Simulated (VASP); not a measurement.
A run of VASP 6.6.1:

File POSCAR:

```
NaF
1.0
    0.0000000000      2.3611051017      2.2972417802
    2.3611051017      0.0000000000      2.2972417802
    2.3611051017      2.3611051017      0.0000000000
Na F
1 1
Direct
    0.0000000000      0.0000000000      0.0000000000
    0.5000000000      0.5000000000      0.5000000000
```

Contents of INCAR.step1:

```
ALGO = Normal ; EDIFF = 1E-4
ENCUT = 520 ; GGA = PE
ISMEAR = 0 ; LASPH = True
LCHARG = False ; LREAL = False
LWAVE = True ; NBANDS = 14
NELM = 100 ; PREC = Accurate
SIGMA = 0.01
```

INCAR.step2

```
ALGO = Normal ; EDIFF = 1E-6
ENCUT = 520 ; ISIF = 2
ISMEAR = 0 ; ISTART = 1
LASPH = True ; LCHARG = True
LELF = True ; LMIXTAU = True
LREAL = False ; LVHAR = True
LWAVE = False ; METAGGA = R2SCAN
NBANDS = 14 ; NELM = 100
PREC = Accurate ; SIGMA = 0.01
```

KPOINTS

```
k-points
0
Gamma
  10 10 10
```

Potentials or basis: VASP PAW PBE potentials, release 64 (Na_pv, F).

The run is started by

```console
$ cat potpaw_PBE.64/Na_pv/POTCAR potpaw_PBE.64/F/POTCAR > POTCAR
$ cp INCAR.step1 INCAR
$ mpirun -np 1 vasp_std > vasp.out
$ cp INCAR.step2 INCAR
$ mpirun -np 1 vasp_std > vasp.out
```

Hardware: 1 thread of Intel Xeon 6975P-C, with other jobs on the host.

Task: How long does it take, and how much memory?

Result: Run time: 2.5 min on 1 thread of Intel Xeon 6975P-C, with other jobs on the host, peak memory 0.17 GiB. Counts: k points 102.
